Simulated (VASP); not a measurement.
# ZnS (F-43m) in VASP: a series of runs

ZnS is run at these levels: BLYP+D3(BJ), PBE, BLYP; tasks: single point.

All numbers are computed with VASP 6.6.1; they aren't measurements. Logs are shortened: lines on timing, memory, paths and dates and some standing lists are left out, and cuts for length are marked.

**Experimental background.**

“Electronic, vibrational, and thermodynamic properties of ZnS (zincblende and rocksalt structure)”, 2009, arxiv:0911.5022 quotes, for a bulk crystal of ZnS at 19 K: band gap 3.85 eV (direct).

The results are compared with them further down.

**1. The cell of the first run**

It takes space group F-43m (No. 216, cubic). The conventional cell has a = 5.404 Å, b = 5.404 Å, c = 5.404 Å, α = 90.00°, β = 90.00°, γ = 90.00°. Zn (site symmetry -43m) has 4 S at 2.34 Å within 3.1 Å. Within 3.1 Å of S (site symmetry -43m) lie 4 Zn at 2.34 Å.

**2. Single point, BLYP+D3(BJ)**

Input file INCAR:

```
SYSTEM = ZnS
AGGAC = 1.0
AGGAX = 1.0
ALDAC = 0.0
ALDAX = 1.0
ALGO = Normal
EDIFF = 1E-6
ENCUT = 520
GGA = B5
ISIF = 2
ISMEAR = -1
IVDW = 12
LASPH = .True.
LCHARG = .False.
LREAL = .False.
LWAVE = .False.
NBANDS = 16
NELM = 100
PREC = Accurate
SIGMA = 0.05
VDW_A1 = 0.4298
VDW_A2 = 4.2359
VDW_S6 = 1.0
VDW_S8 = 2.6996
```

Input file KPOINTS:

```
k-points
0
Gamma
  9 9 9
  0 0 0
```

Input file POSCAR:

```
ZnS
1.0
    0.0000000000      2.7020000000      2.7020000000
    2.7020000000      0.0000000000      2.7020000000
    2.7020000000      2.7020000000      0.0000000000
Zn S
1 1
Direct
    0.7500000000      0.7500000000      0.7500000000
    0.0000000000      0.0000000000      0.0000000000
```

Potentials or basis: VASP PAW PBE potentials, release 64 (Zn, S).

Started as:

```
$ cat potpaw_PBE.64/Zn/POTCAR potpaw_PBE.64/S/POTCAR > POTCAR
$ mpirun -np 1 vasp_std > vasp.out
```

OUTCAR:

```text
SYSTEM = ZnS
   EDIFF = 1E-6
   ENCUT = 520
   GGA = B5
   ISIF = 2
   ISMEAR = -1
   IVDW = 12
   LASPH = .True.
   LREAL = .False.
   NELM = 100
   PREC = Accurate
 IVDW          = 12

 ion  position               nearest neighbor table
   1  0.750  0.750  0.750-   2 2.34   2 2.34   2 2.34   2 2.34
   2  0.000  0.000  0.000-   1 2.34   1 2.34   1 2.34   1 2.34

  LATTYP: Found a face centered cubic cell.
 ALAT       =     5.4040000000

  Lattice vectors:

 A1 = (   0.0000000000,   2.7020000000,   2.7020000000)
 A2 = (   2.7020000000,   0.0000000000,   2.7020000000)
 A3 = (   2.7020000000,   2.7020000000,   0.0000000000)

Analysis of symmetry for initial positions (statically):
=====================================================================
 Subroutine PRICEL returns:
 Original cell was already a primitive cell.

 Routine SETGRP: Setting up the symmetry group for a
 face centered cubic supercell.

 Subroutine GETGRP returns: Found 24 space group operations
 (whereof 24 operations were pure point group operations)
 out of a pool of 48 trial point group operations.

The static configuration has the point symmetry T_d .

Analysis of symmetry for dynamics (positions and initial velocities):
=====================================================================
 Subroutine PRICEL returns:
 Original cell was already a primitive cell.

 Routine SETGRP: Setting up the symmetry group for a
 face centered cubic supercell.

 Subroutine GETGRP returns: Found 24 space group operations
 (whereof 24 operations were pure point group operations)
 out of a pool of 48 trial point group operations.

The dynamic configuration has the point symmetry T_d .

 Subroutine INISYM returns: Found 24 space group operations
 (whereof 24 operations are pure point group operations),
 and found     1 'primitive' translations

----------------------------------------------------------------------------------------

                                     Primitive cell

  volume of cell :      39.4535

  direct lattice vectors                    reciprocal lattice vectors
     0.000000000  2.702000000  2.702000000    -0.185048113  0.185048113  0.185048113
     2.702000000  0.000000000  2.702000000     0.185048113 -0.185048113  0.185048113
     2.702000000  2.702000000  0.000000000     0.185048113  0.185048113 -0.185048113

  length of vectors
     3.821205046  3.821205046  3.821205046     0.320512733  0.320512733  0.320512733

  position of ions in fractional coordinates (direct lattice)
     0.750000000  0.750000000  0.750000000
     0.000000000  0.000000000  0.000000000

  ion indices of the primitive-cell ions
   primitive index   ion index
                 1           1
                 2           2

----------------------------------------------------------------------------------------

 KPOINTS: k-points

Automatic generation of k-mesh.
 Grid dimensions read from file:
 generate k-points for:    9    9    9

 Generating k-lattice:

  Cartesian coordinates                     Fractional coordinates (reciprocal lattice)
    -0.020560901  0.020560901  0.020560901     0.111111111  0.000000000  0.000000000
     0.020560901 -0.020560901  0.020560901     0.000000000  0.111111111  0.000000000
     0.020560901  0.020560901 -0.020560901     0.000000000  0.000000000  0.111111111

  Length of vectors
     0.035612526  0.035612526  0.035612526

  Shift w.r.t. Gamma in fractional coordinates (k-lattice)
     0.000000000  0.000000000  0.000000000

 Subroutine IBZKPT returns following result:
 ===========================================

 Found     35 irreducible k-points:

 Following reciprocal coordinates:
            Coordinates               Weight
  0.000000  0.000000  0.000000      1.000000
  0.111111  0.000000  0.000000      8.000000
  0.222222  0.000000  0.000000      8.000000
  0.333333  0.000000  0.000000      8.000000
  0.444444  0.000000  0.000000      8.000000
  0.111111  0.111111  0.000000      6.000000
[... 16 lines left out ...]
 -0.333333  0.333333  0.000000     12.000000
  0.444444  0.444444  0.000000      6.000000
 [... further k-points ...]
   k-points           NKPTS =     35   k-points in BZ     NKDIM =     35   number of bands    NBANDS=     16
   number of dos      NEDOS =    301   number of ions     NIONS =      2
   total plane-waves  NPLWV =  21952
   dimension x,y,z NGX =    28 NGY =   28 NGZ =   28
   dimension x,y,z NGXF=    56 NGYF=   56 NGZF=   56
   ions per type =               1   1
   NGX,Y,Z   is equivalent  to a cutoff of  12.18, 12.18, 12.18 a.u.
   NGXF,Y,Z  is equivalent  to a cutoff of  24.36, 24.36, 24.36 a.u.
 SYSTEM =  ZnS
   PREC   = accura    normal or accurate (medium, high low for compatibility)
   ISTART =      0    job   : 0-new  1-cont  2-samecut
   ICHARG =      2    charge: 1-file 2-atom 10-const
   ISPIN  =      1    spin polarized calculation?
   LNONCOLLINEAR =      F non collinear calculations
   LSORBIT =      F    spin-orbit coupling
   LASPH  =      T    aspherical Exc in radial PAW
   ENCUT  =  520.0 eV  38.22 Ry    6.18 a.u.   7.10  7.10  7.10*2*pi/ulx,y,z
   NELM   =    100;   NELMIN=  2; NELMDL= -5     # of ELM steps
   EDIFF  = 0.1E-05   stopping-criterion for ELM
   LREAL  =      F    real-space projection
   EDIFFG = 0.1E-04   stopping-criterion for IOM
   NSW    =      0    number of steps for IOM
   IBRION =     -1    ionic relax: 0-MD 1-quasi-New 2-CG
   NFREE  =      0    steps in history (QN), initial steepest desc. (CG)
   ISIF   =      2    stress and relaxation
   ISYM   =      2    0-nonsym 1-usesym 2-fastsym
   POTIM  = 0.5000    time-step for ionic-motion
   TEBEG  =    0.0;   TEEND  =   0.0 temperature during run
   PSTRESS=    0.0 pullay stress
   NELECT =      18.0000    total number of electrons
   NUPDOWN=      -1.0000    fix difference up-down
   EMIN   =  10.00;   EMAX   =-10.00  energy-range for DOS
   EFERMI =   0.00;   METHOD = LEGACY
   ISMEAR =    -1;   SIGMA  =   0.05  broadening in eV -4-tet -1-fermi 0-gaus
   EFERMI_NEDOS =   21; number of points for ismear=-14 and -15
   IALGO  =     38    algorithm
   IMIX   =      4    mixing-type and parameters
     AMIX     =   0.40;   BMIX     =  1.00
     AMIX_MAG =   1.60;   BMIX_MAG =  1.00
  volume/ion in A,a.u.               =      19.73       133.12
  Fermi-wavevector in a.u.,A,eV,Ry     =   1.260290  2.381602 21.610537  1.588330
  Thomas-Fermi vector in A             =   2.393807
   LORBIT       =      0    0 simple, 1 ext, 2 COOP (PROOUT), +10 PAW based schemes
   GGA     = B5    functional components
   LHFCALC =     F    Hartree Fock is set to
   AEXX    =    0.0000 exact exchange contribution
   IVDW    =    12    specifies the selected vdW correction
   LEPSILON=     F    determine dielectric tensor
   LRPA    =     F    only Hartree local field effects (RPA)
 non-spin polarized calculation
  energy-cutoff  :      520.00
  volume of cell :       39.45
 maximum number of plane-waves:      1073
   NGX = 15   NGY = 15   NGZ = 15

 number of electron      18.0000000 magnetization

 Free energy of the ion-electron system (eV)
  ---------------------------------------------------
  ext. energy  EPLUGINS =         0.00000000
  ---------------------------------------------------
  free energy    TOTEN  =        -5.78104495 eV

  energy without entropy =       -5.78104495  energy(sigma->0) =       -5.78104495

 E-fermi :   3.5138     XC(G=0):  -9.1147

 val. band max:        2.4782676785   @ k =   0.0000   0.0000   0.0000
 cond. band min:       4.6038008402   @ k =   0.0000   0.0000   0.0000
 fundamental gap:      2.1255331617
 Fermi energy:         3.5137676095

 k-point     1 :       0.0000    0.0000    0.0000
  band No.  band energies     occupation
      1     -10.6253      2.00000
      2      -3.9543      2.00000
      3      -3.9543      2.00000
      4      -3.9543      2.00000
      5      -3.4721      2.00000
      6      -3.4721      2.00000
[... 8 lines left out ...]
     15      14.3514      0.00000
     16      14.4791      0.00000

 k-point     2 :       0.1111    0.0000    0.0000
  band No.  band energies     occupation
      1     -10.5337      2.00000
      2      -3.9511      2.00000
      3      -3.9378      2.00000
      4      -3.9378      2.00000
      5      -3.4735      2.00000
      6      -3.4735      2.00000
[... 8 lines left out ...]
     15      13.8548      0.00000
     16      15.1617      0.00000

 k-point     3 :       0.2222    0.0000    0.0000
  band No.  band energies     occupation
      1     -10.2868      2.00000
      2      -3.9146      2.00000
      3      -3.8989      2.00000
      4      -3.8989      2.00000
      5      -3.4723      2.00000
      6      -3.4723      2.00000
[... 8 lines left out ...]
     15      13.5132      0.00000
     16      15.0598      0.00000

 k-point     4 :       0.3333    0.0000    0.0000
  band No.  band energies     occupation
      1      -9.9743      2.00000
      2      -3.8620      2.00000
      3      -3.8620      2.00000
      4      -3.7679      2.00000
      5      -3.4605      2.00000
      6      -3.4605      2.00000
[... 8 lines left out ...]
     15      14.1778      0.00000
     16      14.5436      0.00000
[... 324 lines left out ...]
 k-point    22 :      -0.4444    0.3333    0.0000
  band No.  band energies     occupation
      1      -9.4534      2.00000
      2      -3.8666      2.00000
      3      -3.6803      2.00000
      4      -3.5982      2.00000
      5      -3.4291      2.00000
      6      -3.1823      2.00000
[... 8 lines left out ...]
     15      15.5947      0.00000
     16      17.7454      0.00000

 k-point    23 :      -0.3333    0.3333    0.0000
  band No.  band energies     occupation
      1      -9.4846      2.00000
      2      -3.8368      2.00000
      3      -3.7174      2.00000
      4      -3.5284      2.00000
      5      -3.4572      2.00000
      6      -3.1828      2.00000
[... 8 lines left out ...]
     15      14.2830      0.00000
     16      19.0936      0.00000

 k-point    24 :       0.4444    0.4444    0.0000
  band No.  band energies     occupation
      1      -9.4511      2.00000
      2      -3.9515      2.00000
      3      -3.6339      2.00000
      4      -3.6339      2.00000
      5      -3.4009      2.00000
      6      -3.3079      2.00000
[... 8 lines left out ...]
     15      16.1964      0.00000
     16      17.5710      0.00000

 [... further k-points ...]

------------------------ aborting loop because EDIFF is reached ----------------------------------------

 Edisp (eV)   -1.33374

 E8    (eV) :    -0.9326

  FORCE on cell =-STRESS in cart. coord.  units (eV):
  Direction    XX          YY          ZZ          XY          YZ          ZX
  --------------------------------------------------------------------------------------
  -------------------------------------------------------------------------------------
  Total      -0.17563    -0.17563    -0.17563    -0.00000    -0.00000     0.00000
  in kB      -7.13210    -7.13210    -7.13210    -0.00000    -0.00000     0.00000
  external pressure =       -7.13 kB  Pullay stress =        0.00 kB

 VOLUME and BASIS-vectors are now :
 -----------------------------------------------------------------------------
  energy-cutoff  :      520.00
  volume of cell :       39.45
      direct lattice vectors                 reciprocal lattice vectors
     0.000000000  2.702000000  2.702000000    -0.185048113  0.185048113  0.185048113
     2.702000000  0.000000000  2.702000000     0.185048113 -0.185048113  0.185048113
     2.702000000  2.702000000  0.000000000     0.185048113  0.185048113 -0.185048113

 POSITION                                       TOTAL-FORCE (eV/Angst)
 -----------------------------------------------------------------------------------
      4.05300      4.05300      4.05300         0.000000      0.000000      0.000000
      0.00000      0.00000      0.00000        -0.000000     -0.000000     -0.000000
 -----------------------------------------------------------------------------------
    total drift:                                0.000000      0.000000      0.000000

  FREE ENERGIE OF THE ION-ELECTRON SYSTEM (eV)
  ---------------------------------------------------
  free  energy   TOTEN  =        -7.1147857775 eV

  energy  without entropy=       -7.1147857775  energy(sigma->0) =       -7.11478578
```

It took 29 s on 1 thread of Intel Xeon 6975P-C, shared host; peak memory 0.17 GiB.

What came out:

- Free energy: -7.1148 eV
- Pressure: -0.7 GPa
- Band gap on the k mesh: 2.13 eV, direct
- Dispersion energy per atom: -0.667 eV

Caveat: the PAW data sets were made with another functional, which shifts forces and pressure a little.

[end of part 1 of 2]
